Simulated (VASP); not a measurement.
Runs of VASP 6.6.1 on TiH4. The structure is that of space group Cmmm (No. 65), or close to it. The cells are those of the table. 

```tsv
task	cell	k mesh	cutoff (eV)	gap on the mesh (eV)	pressure (GPa)	relaxed volume (Å³/atom)	largest force (eV/Å)
relaxation of cell and atoms	relaxed from a = 3.259, b = 3.259, c = 3.296 Å, angles 90.0, 90.0, 114.8°, 5 atoms	6 × 6 × 6	600	none	0.0	6.35	0.04
single point	a = 3.271, b = 3.271, c = 3.345 Å, angles 90.0, 90.0, 117.0°, 5 atoms	12 × 12 × 12	520	none	-0.1	-	-
single point	a = 3.272, b = 3.272, c = 3.300 Å, angles 90.0, 90.0, 115.7°, 5 atoms	6 × 6 × 6	520	none	-0.2	-	-
relaxation of cell and atoms	relaxed from a = 3.272, b = 3.272, c = 3.300 Å, angles 90.0, 90.0, 115.7°, 5 atoms	12 × 12 × 12	600	none	0.0	(a)	0.01
```

Alike in all rows: level PBE; potentials or basis VASP PAW PBE potentials, release 64 (Ti_sv, H); no spin polarisation; smearing gaussian 0.1 eV.

Task: Fill in the values left out.

Result: (a) 6.38.

A gap of «none» marks levels without a gap at the run's occupations.
